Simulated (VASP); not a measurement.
Write the native input for VASP 6.6.1 that does the following.

```
Task                   : single point
Functional             : LDA
Potentials or basis    : VASP PAW LDA potentials, release 64 (Ta_pv)
Cutoff                 : 520 eV
k mesh                 : 16 × 16 × 16
Occupations            : gaussian, width 0.1 eV
Spin                   : no spin polarisation
Dipole correction      : no
Further INCAR settings : ALGO = Fast; EDIFF = 1e-07; NBANDS = 12
```

The structure of Ta lies in POSCAR:

```
Ta
1.0
   -1.6263503647      1.6263503647      1.6263503647
    1.6263503647     -1.6263503647      1.6263503647
    1.6263503647      1.6263503647     -1.6263503647
Ta
1
Direct
    0.0000000000      0.0000000000      0.0000000000
```

The input as run:

INCAR

```
SYSTEM = Ta
PREC = Accurate
ENCUT = 520
EDIFF = 1E-7
ISMEAR = 0
SIGMA = 0.1
LREAL = .FALSE.
LASPH = .TRUE.
NELM = 60
ALGO = Fast
ISIF = 2
LWAVE = .FALSE.
LCHARG = .FALSE.
GGA = CA
NBANDS = 12
```

KPOINTS

```
Automatic mesh
0
G
  16 16 16
  0 0 0
```

Potentials or basis: VASP PAW LDA potentials, release 64 (Ta_pv).

The run is started by

```bash
$ cat potpaw_LDA.64/Ta_pv/POTCAR > POTCAR
$ mpirun -np 1 vasp_std > vasp.out
```

It gave:

The pressure is 0.9 GPa.

Wall time 17 s on 1 thread of Intel(R) Xeon(R) Platinum 8488C (Sapphire Rapids), with other jobs on the host, peak memory 0.15 GiB.
